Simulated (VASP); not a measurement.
# MgO (P6_3/mmc) in VASP: notebook

The runs below take MgO through single point, with PBE.

Everything below comes from runs of VASP 6.6.1. Logs are shortened: lines on timing, memory, paths and dates and some standing lists are left out, and cuts for length are marked.

### 1 The cell of the first run

The structure is hexagonal, space group P6_3/mmc (No. 194). The conventional cell has a = 3.627 Å, b = 3.627 Å, c = 4.197 Å, α = 90.00°, β = 90.00°, γ = 120.00°. Mg (site symmetry -6m2) has 5 O at 2.09 to 2.10 Å within 2.8 Å. Within 2.8 Å of O (site symmetry -6m2) lie 5 Mg at 2.09 to 2.10 Å.

### 2 Single point, PBE

Contents of INCAR:

```
PREC = Accurate ; ENCUT = 520
EDIFF = 1E-6 ; ISMEAR = 0
SIGMA = 0.05 ; LREAL = F
LASPH = T ; NELM = 80
ALGO = Normal ; ISIF = 2
LWAVE = F ; LCHARG = T
GGA = PE ; LELF = T
LVHAR = T ; NBANDS = 16
```

Contents of KPOINTS:

```
regular mesh
0
Gamma
  9 9 6
```

Contents of POSCAR:

```
MgO
1.0
    3.6270000000      0.0000000000      0.0000000000
   -1.8135000000      3.1410741395      0.0000000000
    0.0000000000      0.0000000000      4.1970000000
Mg O
2 2
Direct
    0.6666666667      0.3333333333      0.7500000000
    0.3333333333      0.6666666667      0.2500000000
    0.6666666667      0.3333333333      0.2500000000
    0.3333333333      0.6666666667      0.7500000000
```

Potentials or basis: VASP PAW PBE potentials, release 64 (Mg, O).

On the command line:

```console
> cat potpaw_PBE.64/Mg/POTCAR potpaw_PBE.64/O/POTCAR > POTCAR
> mpirun -np 1 vasp_std > vasp.out
```

OUTCAR:

```text
PREC = Accurate
   ENCUT = 520
   EDIFF = 1E-6
   ISMEAR = 0
   LREAL = F
   LASPH = T
   NELM = 80
   ISIF = 2
   GGA = PE

 ion  position               nearest neighbor table
   1  0.667  0.333  0.750-   4 2.09   4 2.09   4 2.09   3 2.10   3 2.10   2 2.96   2 2.96   2 2.96
                             2 2.96   2 2.96   2 2.96
   2  0.333  0.667  0.250-   3 2.09   3 2.09   3 2.09   4 2.10   4 2.10   1 2.96   1 2.96   1 2.96
                             1 2.96   1 2.96   1 2.96
   3  0.667  0.333  0.250-   2 2.09   2 2.09   2 2.09   1 2.10   1 2.10
   4  0.333  0.667  0.750-   1 2.09   1 2.09   1 2.09   2 2.10   2 2.10

  LATTYP: Found a hexagonal cell.
 ALAT       =     3.6270000000
 C/A-ratio  =     1.1571546733

  Lattice vectors:

 A1 = (   3.6270000000,   0.0000000000,   0.0000000000)
 A2 = (  -1.8135000000,   3.1410741395,   0.0000000000)
 A3 = (   0.0000000000,   0.0000000000,   4.1970000000)

Analysis of symmetry for initial positions (statically):
=====================================================================
 Subroutine PRICEL returns:
 Original cell was already a primitive cell.

 Routine SETGRP: Setting up the symmetry group for a
 hexagonal supercell.

 Subroutine GETGRP returns: Found 24 space group operations
 (whereof 12 operations were pure point group operations)
 out of a pool of 24 trial point group operations.

The static configuration has the point symmetry D_3d.
 The point group associated with its full space group is D_6h.

Analysis of symmetry for dynamics (positions and initial velocities):
=====================================================================
 Subroutine PRICEL returns:
 Original cell was already a primitive cell.

 Routine SETGRP: Setting up the symmetry group for a
 hexagonal supercell.

 Subroutine GETGRP returns: Found 24 space group operations
 (whereof 12 operations were pure point group operations)
 out of a pool of 24 trial point group operations.

The dynamic configuration has the point symmetry D_3d.
 The point group associated with its full space group is D_6h.

 Subroutine INISYM returns: Found 24 space group operations
 (whereof 12 operations are pure point group operations),
 and found     1 'primitive' translations

----------------------------------------------------------------------------------------

                                     Primitive cell

[... 90 lines left out ...]
   LSORBIT =      F    spin-orbit coupling
   LASPH  =      T    aspherical Exc in radial PAW
   ENCUT  =  520.0 eV  38.22 Ry    6.18 a.u.   6.74  6.74  7.80*2*pi/ulx,y,z
   NELM   =     80;   NELMIN=  2; NELMDL= -5     # of ELM steps
   EDIFF  = 0.1E-05   stopping-criterion for ELM
   LREAL  =      F    real-space projection
   EDIFFG = 0.1E-04   stopping-criterion for IOM
   NSW    =      0    number of steps for IOM
   IBRION =     -1    ionic relax: 0-MD 1-quasi-New 2-CG
   NFREE  =      0    steps in history (QN), initial steepest desc. (CG)
   ISIF   =      2    stress and relaxation
   ISYM   =      2    0-nonsym 1-usesym 2-fastsym
   POTIM  = 0.5000    time-step for ionic-motion
   TEBEG  =    0.0;   TEEND  =   0.0 temperature during run
   PSTRESS=    0.0 pullay stress
   NELECT =      16.0000    total number of electrons
   NUPDOWN=      -1.0000    fix difference up-down
   EMIN   =  10.00;   EMAX   =-10.00  energy-range for DOS
   EFERMI =   0.00;   METHOD = LEGACY
   ISMEAR =     0;   SIGMA  =   0.05  broadening in eV -4-tet -1-fermi 0-gaus
   EFERMI_NEDOS =   21; number of points for ismear=-14 and -15
   IALGO  =     38    algorithm
   IMIX   =      4    mixing-type and parameters
     AMIX     =   0.40;   BMIX     =  1.00
     AMIX_MAG =   1.60;   BMIX_MAG =  1.00
  volume/ion in A,a.u.               =      11.95        80.67
  Fermi-wavevector in a.u.,A,eV,Ry     =   1.136562  2.147791 17.575651  1.291774
  Thomas-Fermi vector in A             =   2.273267
   LORBIT       =      0    0 simple, 1 ext, 2 COOP (PROOUT), +10 PAW based schemes
   GGA     = PE    functional components
   LHFCALC =     F    Hartree Fock is set to
   AEXX    =    0.0000 exact exchange contribution
   IVDW    =     0    specifies the selected vdW correction
   LEPSILON=     F    determine dielectric tensor
   LRPA    =     F    only Hartree local field effects (RPA)
 non-spin polarized calculation
 Gauss-broadening in eV      SIGMA  =   0.05
  energy-cutoff  :      520.00
  volume of cell :       47.82
 maximum number of plane-waves:      1320
 NGX is ok and might be reduce to    28

 number of electron      16.0000005 magnetization

 Free energy of the ion-electron system (eV)
  ---------------------------------------------------
  ext. energy  EPLUGINS =         0.00000000
  ---------------------------------------------------
  free energy    TOTEN  =       -23.61291000 eV

  energy without entropy =      -23.61291000  energy(sigma->0) =      -23.61291000

 E-fermi :   1.6209     XC(G=0):  -9.6982

 val. band max:        1.4091731278   @ k =   0.0000   0.0000   0.0000
 cond. band min:       4.4912152825   @ k =   0.0000   0.0000   0.0000
 fundamental gap:      3.0820421546
 Fermi energy:         1.6209307317

 k-point     1 :       0.0000    0.0000    0.0000
  band No.  band energies     occupation
      1     -15.1259      2.00000
      2     -13.8831      2.00000
      3      -1.8240      2.00000
      4      -0.1619      2.00000
      5      -0.1619      2.00000
      6       0.8053      2.00000
[... 433 lines left out ...]
      3      -1.7372      2.00000
      4      -1.1521      2.00000
      5      -1.1521      2.00000
      6       0.4127      2.00000
[... 8 lines left out ...]
     15      15.3102      0.00000
     16      17.0586      0.00000

 [... further k-points ...]
[... 5 lines left out ...]
  --------------------------------------------------------------------------------------
  -------------------------------------------------------------------------------------
  Total       -2.1099936     -2.1099936     -0.7869643      0.0000000     -0.0000000      0.0000000
  in kB      -70.7012358    -70.7012358    -26.3694391      0.0000000     -0.0000000      0.0000000
  external PRESSURE =     -55.9239702 kB  Pullay stress =       0.0000000 kB

 VOLUME and BASIS-vectors are now :
 -----------------------------------------------------------------------------
  energy-cutoff  :      520.00
  volume of cell :       47.82
      direct lattice vectors                 reciprocal lattice vectors
     3.627000000  0.000000000  0.000000000     0.275709953  0.159181216  0.000000000
    -1.813500000  3.141074140  0.000000000     0.000000000  0.318362431  0.000000000
     0.000000000  0.000000000  4.197000000     0.000000000  0.000000000  0.238265428

 POSITION                                       TOTAL-FORCE (eV/Angst)
 -----------------------------------------------------------------------------------
      1.81350      1.04702      3.14775        -0.000000      0.000000      0.000000
     -0.00000      2.09405      1.04925         0.000000     -0.000000      0.000000
      1.81350      1.04702      1.04925        -0.000000     -0.000000     -0.000000
     -0.00000      2.09405      3.14775         0.000000      0.000000      0.000000
 -----------------------------------------------------------------------------------
    total drift:                               -0.000000      0.000000     -0.000000

  FREE ENERGIE OF THE ION-ELECTRON SYSTEM (eV)
  ---------------------------------------------------
  free  energy   TOTEN  =       -23.6129100034 eV

  energy  without entropy=      -23.6129100034  energy(sigma->0) =      -23.61291000
```

OSZICAR:

```text
N       E                     dE             d eps       ncg     rms          rms(c)
DAV:   1     0.630545747125E+02    0.63055E+02   -0.74834E+03  1536   0.881E+02
DAV:   2    -0.233184002250E+02   -0.86373E+02   -0.78948E+02  2184   0.190E+02
DAV:   3    -0.275695410779E+02   -0.42511E+01   -0.42382E+01  1760   0.449E+01
DAV:   4    -0.275873776688E+02   -0.17837E-01   -0.17836E-01  1912   0.341E+00
DAV:   5    -0.275874720219E+02   -0.94353E-04   -0.94352E-04  1752   0.238E-01    0.111E+01
DAV:   6    -0.236983256403E+02    0.38891E+01   -0.10784E+01  1672   0.249E+01    0.378E+00
DAV:   7    -0.236344803505E+02    0.63845E-01   -0.17006E-01  1560   0.337E+00    0.215E+00
DAV:   8    -0.236152002847E+02    0.19280E-01   -0.11461E-01  1608   0.353E+00    0.577E-01
DAV:   9    -0.236118731335E+02    0.33272E-02   -0.10853E-02  1888   0.919E-01    0.131E-01
DAV:  10    -0.236128833415E+02   -0.10102E-02   -0.10240E-03  1552   0.258E-01    0.393E-02
DAV:  11    -0.236129110010E+02   -0.27660E-04   -0.41692E-05  1728   0.504E-02    0.251E-02
DAV:  12    -0.236129117947E+02   -0.79369E-06   -0.11153E-05  1552   0.241E-02    0.110E-02
DAV:  13    -0.236129100016E+02    0.17931E-05   -0.65725E-06  1816   0.200E-02    0.120E-03
DAV:  14    -0.236129100034E+02   -0.18300E-08   -0.13456E-07   800   0.316E-03
   1 F= -.23612910E+02 E0= -.23612910E+02  d E =-.941955E-12
```

Wall time 14 s (1 thread of Intel Xeon 6975P-C (Granite Rapids), shared host); peak memory 0.18 GiB.

What came out:

```
Free energy            : -23.6129 eV
Pressure               : -5.6 GPa
Band gap on the k mesh : 3.08 eV, direct
```

Expect the measured gap to be larger: semilocal functionals such as PBE lack the derivative discontinuity.

### 3 Single point, PBE

This run uses another cell than the first one, of 11.92 Å³/atom, 0.997 times its volume.

Contents of INCAR:

```
PREC     = Accurate       # precision mode
ENCUT    = 520            # plane-wave cutoff, eV
EDIFF    = 1E-6           # SCF threshold, eV
ISMEAR   = 0              # smearing method
SIGMA    = 0.05           # smearing width, eV
LREAL    = False          # projectors in reciprocal space
LASPH    = True           # aspherical terms in the spheres
NELM     = 60             # most SCF steps
ALGO     = Normal         # electronic algorithm
ISIF     = 2              # what is computed and relaxed
LWAVE    = False          # write WAVECAR
LCHARG   = False          # write CHGCAR
GGA      = PE             # functional
NBANDS   = 16             # bands
```

KPOINTS is that of step 2.

Contents of POSCAR:

```
MgO
1.0
    3.6974000000      0.0000000000      0.0000000000
   -1.8487000000      3.2020423279      0.0000000000
    0.0000000000      0.0000000000      4.0274000000
Mg O
2 2
Direct
    0.6666666667      0.3333333333      0.7500000000
    0.3333333333      0.6666666667      0.2500000000
    0.6666666667      0.3333333333      0.2500000000
    0.3333333333      0.6666666667      0.7500000000
```

Potentials or basis: VASP PAW PBE potentials, release 64 (Mg, O).

On the command line:

```console
> cat potpaw_PBE.64/Mg/POTCAR potpaw_PBE.64/O/POTCAR > POTCAR
> mpirun -np 1 vasp_std > vasp.out
```

Wall time 14 s (1 thread of Intel Xeon 6975P-C (Granite Rapids), shared host); peak memory 0.17 GiB.

The run converged. Its results:

| Item | Value |
| --- | --- |
| Free energy | -23.5070 eV |
| Pressure | -3.0 GPa |
| Band gap on the k mesh | 3.20 eV, direct |

Stress tensor (GPa, compression positive):
```
-7.82  0.00  0.00
 0.00 -7.82  0.00
 0.00  0.00  6.58
```

Levels at points of the mesh, in eV from the valence-band top:
```csv
k point,band 6,band 7,band 8,band 9,band 10,band 11
"(0.00, 0.00, 0.00)",-0.43,-0.43,0.00,3.20,9.44,11.64
"(0.00, 0.00, 0.50)",-1.01,-1.01,-1.01,6.31,6.31,11.99
```

### 4 Single point, PBE

This run uses another cell than the first one, of the same volume but with other edges.

Contents of INCAR:

```
SYSTEM = MgO
PREC = Accurate ; ENCUT = 520
EDIFF = 1E-6 ; ISMEAR = 0
SIGMA = 0.05 ; LREAL = .False.
LASPH = .True. ; NELM = 100
ALGO = Normal ; ISIF = 2
LWAVE = .False. ; LCHARG = .False.
GGA = PE ; NBANDS = 16
```

Contents of KPOINTS:

```
Automatic mesh
0
Gamma
  9 9 6
  0 0 0
```

Contents of POSCAR:

```
MgO
1.0
    3.5565000000      0.0000000000      0.0000000000
   -1.7782500000      3.0800193485      0.0000000000
    0.0000000000      0.0000000000      4.3666000000
Mg O
2 2
Direct
    0.6666666667      0.3333333333      0.7500000000
    0.3333333333      0.6666666667      0.2500000000
    0.6666666667      0.3333333333      0.2500000000
    0.3333333333      0.6666666667      0.7500000000
```

On the command line:

```console
> cat potpaw_PBE.64/Mg/POTCAR potpaw_PBE.64/O/POTCAR > POTCAR
> mpirun -np 1 vasp_std > vasp.out
```

Wall time 13 s (1 thread of Intel Xeon 6975P-C (Granite Rapids), shared host); peak memory 0.18 GiB.

It converged, with:

| Property | Result |
| --- | --- |
| Free energy | -23.6217 eV |
| Pressure | -6.1 GPa |
| Band gap on the k mesh | 2.98 eV, direct |

Stress tensor (GPa, compression positive):
```
-5.26  0.00  0.00
 0.00 -5.26  0.00
 0.00  0.00 -7.77
```

Levels at points of the mesh, in eV from the valence-band top:
| k point | band 5 | band 6 | band 7 | band 8 | band 9 | band 10 | band 11 | band 12 |
| --- | --- | --- | --- | --- | --- | --- | --- | --- |
| (0.00, 0.00, 0.00) | -1.58 | -0.77 | -0.77 | 0.00 | 2.98 | 8.70 | 11.35 | 12.10 |
| (0.00, 0.00, 0.50) | -1.19 | -1.19 | -1.19 | -1.19 | 5.95 | 5.95 | 12.46 | 12.46 |

### 5 The runs side by side

| cell | gap on the mesh (eV) | pressure (GPa) |
| --- | --- | --- |
| a = 3.627, b = 3.627, c = 4.197 Å, angles 90.0, 90.0, 120.0°, 4 atoms | 3.08 | -5.6 |
| a = 3.697, b = 3.697, c = 4.027 Å, angles 90.0, 90.0, 120.0°, 4 atoms | 3.20 | -3.0 |
| a = 3.557, b = 3.556, c = 4.367 Å, angles 90.0, 90.0, 120.0°, 4 atoms | 2.98 | -6.1 |

Alike in all rows: task single point; level PBE; potentials or basis VASP PAW PBE potentials, release 64 (Mg, O); no spin polarisation; k mesh 9 × 9 × 6; cutoff (eV) 520; smearing gaussian 0.05 eV.

Absolute energies hang on the potentials; compare differences alone.
